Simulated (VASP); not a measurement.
A run of VASP 6.6.1:

The input INCAR:

```
ALGO = Normal ; EDIFF = 1E-7
ENCUT = 520 ; GGA = PE
ISIF = 2 ; ISMEAR = -1
LASPH = True ; LCHARG = False
LREAL = False ; LWAVE = False
NBANDS = 24 ; NELM = 60
PREC = Accurate ; SIGMA = 0.05
```

KPOINTS

```
k-points
0
Gamma
  7 7 5
```

File POSCAR:

```
Sr2SO
1.0
    3.9939401734      0.0000000000      0.0000000000
    0.0000000000      3.9939401734      0.0000000000
    0.0000000000      0.0000000000      5.6546460975
Sr S O
2 1 1
Direct
    0.5000000000      0.5000000000      0.5000000000
    0.0000000000      0.0000000000      0.0000000000
    0.0000000000      0.0000000000      0.5000000000
    0.5000000000      0.5000000000      0.0000000000
```

Potentials or basis: VASP PAW PBE potentials, release 64 (Sr_sv, S, O).

Command:

```sh
$ cat potpaw_PBE.64/Sr_sv/POTCAR potpaw_PBE.64/S/POTCAR potpaw_PBE.64/O/POTCAR > POTCAR
$ mpirun -np 1 vasp_std > vasp.out
```

Hardware: 1 thread of Intel(R) Xeon(R) Platinum 8488C (Sapphire Rapids), with other jobs on the host.

Question: Estimate the wall time of this run.

Answer: Wall time 62 s on 1 thread of Intel(R) Xeon(R) Platinum 8488C (Sapphire Rapids), with other jobs on the host, peak memory 0.22 GiB. Counts: scf iterations 17, k points 30.
